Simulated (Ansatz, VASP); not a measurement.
## Cl in VASP and in Ansatz

Contents of INCAR:

```
SYSTEM = Cl
PREC = Accurate
ENCUT = 520
EDIFF = 1E-6
ISMEAR = -1
SIGMA = 0.1
LREAL = .False.
LASPH = .True.
NELM = 60
ALGO = Normal
ISIF = 2
LWAVE = .False.
LCHARG = .False.
GGA = PS
NBANDS = 14
```

Contents of KPOINTS:

```
Automatic mesh
0
Gamma
  12 12 12
  0 0 0
```

The input POSCAR:

```
Cl
1.0
    0.0000000000      2.6333251192      2.6333251192
    2.6333251192      0.0000000000      2.6333251192
    2.6333251192      2.6333251192      0.0000000000
Cl
2
Direct
   -0.1250000000     -0.1250000000     -0.1250000000
    0.1250000000      0.1250000000      0.1250000000
```

Input for Ansatz:

```yaml
crystal:
  lattice:
    - [0.0, 2.6333251192, 2.6333251192]
    - [2.6333251192, 0.0, 2.6333251192]
    - [2.6333251192, 2.6333251192, 0.0]
  atoms:
    - { symbol: Cl, position: [-0.125, -0.125, -0.125] }
    - { symbol: Cl, position: [0.125, 0.125, 0.125] }
kpoints:
  mp_grid: { grid: [12, 12, 12] }
scf:
  occupations: { method: fermi_dirac, width: 0.1 }
hamiltonian:
  xc: pbesol
  pseudopotentials: { kind: all_electron, lapw: { basis_error: 0.001 } }
output:
  forces: true
  stress: true
  eigenvalues: true
  populations: true
```

Change from the starting cell: volume scaled by 0.58, LAPW.

Alike in both runs: task single point; functional PBEsol; k mesh 12 × 12 × 12; occupations fermi-dirac, width 0.1 eV; no spin polarisation.

```csv
,VASP,Ansatz
version,VASP 6.6.1,Ansatz 0.2.0
potentials or method,"VASP PAW PBE potentials, release 64 (Cl), cutoff 520 eV","all-electron LAPW, scalar-relativistic"
```

|  | VASP | Ansatz | Ansatz less VASP |
| --- | --- | --- | --- |
| pressure (GPa) | 37.5 | 37.4 | -0.07 |

VASP's potentials were made for PBE, not for PBEsol. Both programs put the cell under a high pressure, so it lies far from rest at this level. Ansatz ran all-electron here, and VASP with PAW potentials.
